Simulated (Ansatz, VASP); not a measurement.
Two plane-wave programs on Cu3N

The input INCAR:

```
PREC = Accurate ; ENCUT = 600
EDIFF = 1E-6 ; ISMEAR = 0
SIGMA = 0.05 ; LREAL = False
LASPH = True ; NELM = 120
ALGO = Normal ; ISIF = 2
LWAVE = False ; LCHARG = False
GGA = RP ; NBANDS = 27
GGA_COMPAT = False
```

KPOINTS

```
Automatic mesh
0
Gamma
  8 8 8
```

Contents of POSCAR:

```
Cu3N
1.0
    3.8446091931      0.0000000000      0.0000000000
    0.0000000000      3.8446091931      0.0000000000
    0.0000000000      0.0000000000      3.8446091931
Cu N
3 1
Direct
    0.5000000000      0.0000000000      0.0000000000
    0.0000000000      0.5000000000      0.0000000000
    0.0000000000      0.0000000000      0.5000000000
    0.0000000000      0.0000000000      0.0000000000
```

Input for Ansatz:

```yaml
crystal:
  lattice:
    - [3.8446091931, 0.0, 0.0]
    - [0.0, 3.8446091931, 0.0]
    - [0.0, 0.0, 3.8446091931]
  atoms:
    - { symbol: Cu, position: [0.5, 0.0, 0.0] }
    - { symbol: Cu, position: [0.0, 0.5, 0.0] }
    - { symbol: Cu, position: [0.0, 0.0, 0.5] }
    - { symbol: "N", position: [0.0, 0.0, 0.0] }
basis:
  ecutwfc: 420
  ecutrho_ratio: 4
kpoints:
  mp_grid: { grid: [8, 8, 8] }
hamiltonian:
  xc: rpbe
scf:
  occupations: { method: gaussian, width: 0.05 }
output:
  forces: true
  stress: true
  eigenvalues: true
```

Alike in both runs: task single point; functional RPBE; k mesh 8 × 8 × 8; occupations gaussian, width 0.05 eV; no spin polarisation.

|  | VASP | Ansatz |
| --- | --- | --- |
| version | VASP 6.6.1 | Ansatz 0.2.0 |
| potentials or method | VASP PAW PBE potentials, release 64 (Cu, N), cutoff 600 eV | scalar-relativistic, plane waves, PAW |
| valence electrons in the cell | 38 | 62 |

```csv
,VASP,Ansatz,Ansatz less VASP
gap on the k mesh at the Fermi level (eV),0.29,0.27,-0.020
least direct gap on the mesh (eV),0.82,0.79,-0.026
pressure (GPa),2.8,2.2,-0.55
```

VASP's potentials were made for PBE, not for RPBE. The functional is the same, so the differences come from potentials, cutoffs and numerics. VASP's potentials hold 38 valence electrons a cell and Ansatz's 62, so a difference there can come from the potentials and not from the codes.
